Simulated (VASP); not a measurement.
# MgB2 (P6/mmm) in VASP: further runs, part 3 of 3

VASP 6.6.1. The steps go on from the part before.

## (6) Single point, PBE (10.21 Å³/atom)

This run uses another cell than the first one, of 10.21 Å³/atom.

INCAR

```
PREC = Accurate
ENCUT = 520
EDIFF = 1E-6
ISMEAR = 0
SIGMA = 0.1
LREAL = False
LASPH = True
NELM = 60
ALGO = Normal
ISIF = 2
LWAVE = False
LCHARG = True
GGA = PE
LELF = True
LVHAR = True
NBANDS = 11
```

KPOINTS

```
Automatic mesh
0
Gamma
  15 15 12
```

POSCAR

```
MgB2
1.0
    3.1199409676      0.0000000000      0.0000000000
   -1.5599704838      2.7019481363      0.0000000000
    0.0000000000      0.0000000000      3.6318714314
Mg B
1 2
Direct
    0.0000000000      0.0000000000      0.0000000000
    0.3333333333      0.6666666667      0.5000000000
    0.6666666667      0.3333333333      0.5000000000
```

Potentials or basis: VASP PAW PBE potentials, release 64 (Mg, B).

Launch:

```bash
> cat potpaw_PBE.64/Mg/POTCAR potpaw_PBE.64/B/POTCAR > POTCAR
> mpirun -np 1 vasp_std > vasp.out
```

OUTCAR:

```text
PREC = Accurate
   ENCUT = 520
   EDIFF = 1E-6
   ISMEAR = 0
   LREAL = False
   LASPH = True
   NELM = 60
   ISIF = 2
   GGA = PE

 ion  position               nearest neighbor table
   1  0.000  0.000  0.000-   2 2.56   3 2.56   2 2.56   3 2.56   3 2.56   3 2.56   2 2.56   2 2.56
                             3 2.56   3 2.56   2 2.56   2 2.56
   2  0.333  0.667  0.500-   3 1.80   3 1.80   3 1.80   1 2.56   1 2.56   1 2.56   1 2.56   1 2.56
                             1 2.56
   3  0.667  0.333  0.500-   2 1.80   2 1.80   2 1.80   1 2.56   1 2.56   1 2.56   1 2.56   1 2.56
                             1 2.56

  LATTYP: Found a hexagonal cell.
 ALAT       =     3.1199409676
 C/A-ratio  =     1.1640833814

  Lattice vectors:

 A1 = (   3.1199409676,   0.0000000000,   0.0000000000)
 A2 = (  -1.5599704838,   2.7019481363,   0.0000000000)
 A3 = (   0.0000000000,   0.0000000000,   3.6318714314)

Analysis of symmetry for initial positions (statically):
=====================================================================
 Subroutine PRICEL returns:
 Original cell was already a primitive cell.

 Routine SETGRP: Setting up the symmetry group for a
 hexagonal supercell.

 Subroutine GETGRP returns: Found 24 space group operations
 (whereof 24 operations were pure point group operations)
 out of a pool of 24 trial point group operations.

The static configuration has the point symmetry D_6h.

Analysis of symmetry for dynamics (positions and initial velocities):
=====================================================================
 Subroutine PRICEL returns:
 Original cell was already a primitive cell.

 Routine SETGRP: Setting up the symmetry group for a
 hexagonal supercell.

 Subroutine GETGRP returns: Found 24 space group operations
 (whereof 24 operations were pure point group operations)
 out of a pool of 24 trial point group operations.

The dynamic configuration has the point symmetry D_6h.

 Subroutine INISYM returns: Found 24 space group operations
 (whereof 24 operations are pure point group operations),
 and found     1 'primitive' translations

----------------------------------------------------------------------------------------

                                     Primitive cell

  volume of cell :      30.6164

  direct lattice vectors                    reciprocal lattice vectors
     3.119940968  0.000000000  0.000000000     0.320518885  0.185051664  0.000000000
    -1.559970484  2.701948136  0.000000000     0.000000000  0.370103329  0.000000000
     0.000000000  0.000000000  3.631871431     0.000000000  0.000000000  0.275340143

  length of vectors
     3.119940968  3.119940968  3.631871431     0.370103329  0.370103329  0.275340143

  position of ions in fractional coordinates (direct lattice)
     0.000000000  0.000000000  0.000000000
     0.333333333  0.666666667  0.500000000
     0.666666667  0.333333333  0.500000000

  ion indices of the primitive-cell ions
   primitive index   ion index
                 1           1
                 2           2
                 3           3

----------------------------------------------------------------------------------------

 KPOINTS: Automatic mesh

Automatic generation of k-mesh.
 Grid dimensions read from file:
 generate k-points for:   15   15   12

 Generating k-lattice:

[... 23 lines left out ...]
  0.333333  0.000000  0.000000      6.000000
[... 16 lines left out ...]
  0.333333  0.200000  0.000000     12.000000
  0.400000  0.200000  0.000000      6.000000
 [... further k-points ...]
   k-points           NKPTS =    189   k-points in BZ     NKDIM =    189   number of bands    NBANDS=     11
   number of dos      NEDOS =    301   number of ions     NIONS =      3
   total plane-waves  NPLWV =  16128
   dimension x,y,z NGX =    24 NGY =   24 NGZ =   28
   dimension x,y,z NGXF=    48 NGYF=   48 NGZF=   56
   ions per type =               1   2
   NGX,Y,Z   is equivalent  to a cutoff of  12.79, 12.79, 12.82 a.u.
   NGXF,Y,Z  is equivalent  to a cutoff of  25.58, 25.58, 25.63 a.u.
 SYSTEM =  unknown system
   PREC   = accura    normal or accurate (medium, high low for compatibility)
   ISTART =      0    job   : 0-new  1-cont  2-samecut
   ICHARG =      2    charge: 1-file 2-atom 10-const
   ISPIN  =      1    spin polarized calculation?
   LNONCOLLINEAR =      F non collinear calculations
   LSORBIT =      F    spin-orbit coupling
   LASPH  =      T    aspherical Exc in radial PAW
   ENCUT  =  520.0 eV  38.22 Ry    6.18 a.u.   5.80  5.80  6.75*2*pi/ulx,y,z
   NELM   =     60;   NELMIN=  2; NELMDL= -5     # of ELM steps
   EDIFF  = 0.1E-05   stopping-criterion for ELM
   LREAL  =      F    real-space projection
   EDIFFG = 0.1E-04   stopping-criterion for IOM
   NSW    =      0    number of steps for IOM
   IBRION =     -1    ionic relax: 0-MD 1-quasi-New 2-CG
   NFREE  =      0    steps in history (QN), initial steepest desc. (CG)
   ISIF   =      2    stress and relaxation
   ISYM   =      2    0-nonsym 1-usesym 2-fastsym
   POTIM  = 0.5000    time-step for ionic-motion
   TEBEG  =    0.0;   TEEND  =   0.0 temperature during run
   PSTRESS=    0.0 pullay stress
   NELECT =       8.0000    total number of electrons
   NUPDOWN=      -1.0000    fix difference up-down
   EMIN   =  10.00;   EMAX   =-10.00  energy-range for DOS
   EFERMI =   0.00;   METHOD = LEGACY
   ISMEAR =     0;   SIGMA  =   0.10  broadening in eV -4-tet -1-fermi 0-gaus
   EFERMI_NEDOS =   21; number of points for ismear=-14 and -15
   IALGO  =     38    algorithm
   IMIX   =      4    mixing-type and parameters
     AMIX     =   0.40;   BMIX     =  1.00
     AMIX_MAG =   1.60;   BMIX_MAG =  1.00
  volume/ion in A,a.u.               =      10.21        68.87
  Fermi-wavevector in a.u.,A,eV,Ry     =   1.046615  1.977815 14.903857  1.095403
  Thomas-Fermi vector in A             =   2.181460
   LORBIT       =      0    0 simple, 1 ext, 2 COOP (PROOUT), +10 PAW based schemes
   GGA     = PE    functional components
   LHFCALC =     F    Hartree Fock is set to
   AEXX    =    0.0000 exact exchange contribution
   IVDW    =     0    specifies the selected vdW correction
   LEPSILON=     F    determine dielectric tensor
   LRPA    =     F    only Hartree local field effects (RPA)
 non-spin polarized calculation
 Gauss-broadening in eV      SIGMA  =   0.10
  energy-cutoff  :      520.00
  volume of cell :       30.62
 maximum number of plane-waves:       842
 NGX is ok and might be reduce to    24
   NGX = 11   NGY = 11   NGZ = 13

 number of electron       8.0000000 magnetization

 Free energy of the ion-electron system (eV)
  ---------------------------------------------------
  ext. energy  EPLUGINS =         0.00000000
  ---------------------------------------------------
  free energy    TOTEN  =       -15.28020760 eV

  energy without entropy =      -15.27697171  energy(sigma->0) =      -15.27858966

 E-fermi :   4.8990     XC(G=0): -10.6990

 val. band max:        4.8693460239   @ k =   0.3333   0.1333   0.5000
 cond. band min:       4.9082782105   @ k =   0.0667   0.0667   0.2500
 fundamental gap:      0.0389321865
 Fermi energy:         4.8990065467

 k-point     1 :       0.0000    0.0000    0.0000
  band No.  band energies     occupation
      1      -7.2102      2.00000
      2       1.8914      2.00000
      3       5.3146      0.00000
      4       5.3146      0.00000
      5       6.1135      0.00000
      6      11.1669      0.00000
      7      11.1669      0.00000
      8      12.7094      0.00000
      9      14.4985      0.00000
     10      17.2386      0.00000
     11      20.5007      0.00000
[... 309 lines left out ...]
 k-point    24 :       0.4000    0.2000    0.0000
  band No.  band energies     occupation
      1      -2.9831      2.00000
      2      -2.2641      2.00000
      3       0.6644      2.00000
      4       5.5874      0.00000
      5       7.4632      0.00000
      6      10.0752      0.00000
      7      10.6164      0.00000
      8      12.4109      0.00000
      9      13.9330      0.00000
     10      16.0752      0.00000
     11      18.1788      0.00000

 [... further k-points ...]
[... 5 lines left out ...]
  --------------------------------------------------------------------------------------
  -------------------------------------------------------------------------------------
  Total       -1.4625559     -1.4625559     -1.5267816      0.0000000     -0.0000000      0.0000000
  in kB      -76.5366067    -76.5366067    -79.8975818      0.0000000     -0.0000000      0.0000000
  external PRESSURE =     -77.6569317 kB  Pullay stress =       0.0000000 kB

 VOLUME and BASIS-vectors are now :
 -----------------------------------------------------------------------------
  energy-cutoff  :      520.00
  volume of cell :       30.62
      direct lattice vectors                 reciprocal lattice vectors
     3.119940968  0.000000000  0.000000000     0.320518885  0.185051664  0.000000000
    -1.559970484  2.701948136  0.000000000     0.000000000  0.370103329  0.000000000
     0.000000000  0.000000000  3.631871431     0.000000000  0.000000000  0.275340143

 POSITION                                       TOTAL-FORCE (eV/Angst)
 -----------------------------------------------------------------------------------
      0.00000      0.00000      0.00000        -0.000000      0.000000      0.000000
     -0.00000      1.80130      1.81594        -0.000000      0.000000     -0.000000
      1.55997      0.90065      1.81594         0.000000     -0.000000      0.000000
 -----------------------------------------------------------------------------------
    total drift:                                0.000000     -0.000000      0.000000

  FREE ENERGIE OF THE ION-ELECTRON SYSTEM (eV)
  ---------------------------------------------------
  free  energy   TOTEN  =       -15.2802076002 eV

  energy  without entropy=      -15.2769717145  energy(sigma->0) =      -15.27858966
```

OSZICAR:

```text
N       E                     dE             d eps       ncg     rms          rms(c)
DAV:   1     0.458550400139E+01    0.45855E+01   -0.36803E+03  4414   0.605E+02
DAV:   2    -0.163432990824E+02   -0.20929E+02   -0.19587E+02  5318   0.104E+02
DAV:   3    -0.169476493392E+02   -0.60435E+00   -0.60046E+00  5372   0.148E+01
DAV:   4    -0.169492306780E+02   -0.15813E-02   -0.15811E-02  4867   0.837E-01
DAV:   5    -0.169492373873E+02   -0.67093E-05   -0.67095E-05  5174   0.560E-02    0.512E+00
DAV:   6    -0.155102295419E+02    0.14390E+01   -0.19018E+00  4730   0.611E+00    0.239E+00
DAV:   7    -0.152846438981E+02    0.22559E+00   -0.92292E-01  4886   0.427E+00    0.748E-01
DAV:   8    -0.152889467987E+02   -0.43029E-02   -0.92309E-02  4691   0.162E+00    0.357E-01
DAV:   9    -0.152802787062E+02    0.86681E-02   -0.21779E-02  4677   0.648E-01    0.654E-02
DAV:  10    -0.152802138983E+02    0.64808E-04   -0.11652E-03  5081   0.191E-01    0.238E-02
DAV:  11    -0.152802083017E+02    0.55966E-05   -0.61053E-05  4765   0.451E-02    0.399E-03
DAV:  12    -0.152802076002E+02    0.70149E-06   -0.56546E-06  4733   0.110E-02
   1 F= -.15280208E+02 E0= -.15278590E+02  d E =-.323589E-02
```

Wall time 64 s (1 thread of Intel Xeon 8259CL, shared host); peak memory 0.19 GiB.

Results:

- Free energy: -15.2802 eV
- Pressure: -7.8 GPa
- Band gap on the k mesh: zero (bands 4 and 5 overlap by 3.55 eV)

Caveat: the cell stands under tension.

## (7) The runs side by side

```csv
cell,gap on the mesh (eV),pressure (GPa)
"a = 3.024, b = 3.024, c = 3.428 Å, angles 90.0, 90.0, 120.0°, 3 atoms",none,9.7
"a = 3.049, b = 3.049, c = 3.481 Å, angles 90.0, 90.0, 120.0°, 3 atoms",none,4.4
"a = 3.073, b = 3.073, c = 3.532 Å, angles 90.0, 90.0, 120.0°, 3 atoms",none,-0.3
"a = 3.097, b = 3.097, c = 3.582 Å, angles 90.0, 90.0, 120.0°, 3 atoms",none,-4.3
"a = 3.120, b = 3.120, c = 3.632 Å, angles 90.0, 90.0, 120.0°, 3 atoms",none,-7.8
```

Alike in all rows: task single point; level PBE; potentials or basis VASP PAW PBE potentials, release 64 (Mg, B); no spin polarisation; k mesh 15 × 15 × 12; cutoff (eV) 520; smearing gaussian 0.1 eV.

Caveats: the cell stands under pressure (at least some runs); the cell stands under tension (at least some runs).

Absolute energies hang on the potentials; compare differences alone.
